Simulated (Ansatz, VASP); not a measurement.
**P: VASP beside Ansatz**

File INCAR:

```
SYSTEM = P
PREC = Accurate
ENCUT = 520
EDIFF = 1E-7
ISMEAR = 0
SIGMA = 0.05
LREAL = .FALSE.
LASPH = .TRUE.
NELM = 80
ALGO = Normal
ISIF = 2
LWAVE = .FALSE.
LCHARG = .FALSE.
GGA = PS
NBANDS = 18
```

File KPOINTS:

```
Automatic mesh
0
G
  8 1 6
  0 0 0
```

POSCAR

```
P
1.0
    3.3822395516      0.0000000000      0.0000000000
    0.0000000000     35.9027419197      0.0000000000
    0.0000000000      0.0000000000      4.5626034394
P
4
Direct
    0.0000000000      0.9702614300      0.5921507200
    0.0000000000      0.0297385700      0.4078492800
    0.5000000000      0.0297385700      0.0921507200
    0.5000000000      0.9702614300      0.9078492800
```

Input for Ansatz:

```yaml
crystal:
  lattice:
    - [3.3822395516, 0.0, 0.0]
    - [0.0, 35.9027419197, 0.0]
    - [0.0, 0.0, 4.5626034394]
  atoms:
    - { symbol: P, position: [0.0, 0.97026143, 0.59215072] }
    - { symbol: P, position: [0.0, 0.02973857, 0.40784928] }
    - { symbol: P, position: [0.5, 0.02973857, 0.09215072] }
    - { symbol: P, position: [0.5, 0.97026143, 0.90784928] }
basis:
  ecutwfc: 420
kpoints:
  mp_grid: { grid: [8, 1, 6] }
hamiltonian:
  xc: pbesol
scf:
  occupations: { method: gaussian, width: 0.05 }
output:
  forces: true
  stress: true
  eigenvalues: true
  write_density: true
  write_potential: true
  elf: true
  volumetric_format: npy
```

Change from the starting cell: strain +0.030 along x and y, -0.015 along z, atoms carried along.

Alike in both runs: task single point; functional PBEsol; k mesh 8 × 1 × 6; occupations gaussian, width 0.05 eV; no spin polarisation.

|  | VASP | Ansatz |
| --- | --- | --- |
| version | VASP 6.6.1 | Ansatz 0.2.0 |
| potentials or method | VASP PAW PBE potentials, release 64 (P), cutoff 520 eV | scalar-relativistic, plane waves, PAW |
| valence electrons in the cell | 20 | 20 |

```tsv
	VASP	Ansatz	Ansatz less VASP
gap on the k mesh at the Fermi level (eV)	0.69	0.68	-0.013
least direct gap on the mesh (eV)	0.69	0.68	-0.013
rms of the force components (eV/Å)	0.332	0.332	+0.0001
```

VASP's potentials were made for PBE, not for PBEsol. Atom by atom the forces differ by 0.010 eV/Å (rms over components).
